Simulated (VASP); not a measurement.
Here is a VASP 6.6.1 calculation.

File INCAR:

```
SYSTEM = Al16O
PREC = Accurate
ENCUT = 520
EDIFF = 1E-7
ISMEAR = 1
SIGMA = 0.1
LREAL = Auto
LASPH = .True.
NELM = 100
ALGO = Normal
ISIF = 2
LWAVE = .False.
LCHARG = .False.
GGA = PE
IBRION = 2
NSW = 90
EDIFFG = -0.02
```

Contents of KPOINTS:

```
Automatic mesh
0
Gamma
  3 3 3
  0 0 0
```

The input POSCAR:

```
Al16O
1.0
   -4.0389296000      4.0389296000      4.0389296000
    4.0389296000     -4.0389296000      4.0389296000
    4.0389296000      4.0389296000     -4.0389296000
Al O
16 1
Direct
    0.0000000000      0.0000000000      0.0000000000
    0.0000000000      0.2500000000      0.7500000000
    0.0000000000      0.5000000000      0.5000000000
    0.0000000000      0.7500000000      0.2500000000
    0.2500000000      0.0000000000      0.7500000000
    0.2500000000      0.2500000000      0.5000000000
    0.2500000000      0.5000000000      0.2500000000
    0.2500000000      0.7500000000      0.0000000000
    0.5000000000      0.0000000000      0.5000000000
    0.5000000000      0.2500000000      0.2500000000
    0.5000000000      0.5000000000      0.0000000000
    0.5000000000      0.7500000000      0.7500000000
    0.7500000000      0.0000000000      0.2500000000
    0.7500000000      0.2500000000      0.0000000000
    0.7500000000      0.5000000000      0.7500000000
    0.7500000000      0.7500000000      0.5000000000
    0.5000000000      0.5000000000      0.5000000000
```

Potentials or basis: VASP PAW PBE potentials, release 64 (Al, O).

Command:

```bash
$ cat potpaw_PBE.64/Al/POTCAR potpaw_PBE.64/O/POTCAR > POTCAR
$ mpirun -np 1 vasp_std > vasp.out
```

Task: Estimate the band gap on the k mesh.

Result: Zero (bands 27 and 28 overlap by 1.15 eV).

Task: What does it give for the energy gained by relaxing?

Result: 14.6 meV/atom.

The path:
```
step  energy change (eV)  largest force (eV/Å)  pressure (GPa)
   1              0.0000                1.0291            2.75
   2             -0.2100                0.3903            2.11
   3             -0.2479                0.0004            1.85
```

Caveat: the k points lie up to 0.37 Å⁻¹ apart, too coarse for converged energies and pressures of a metal.
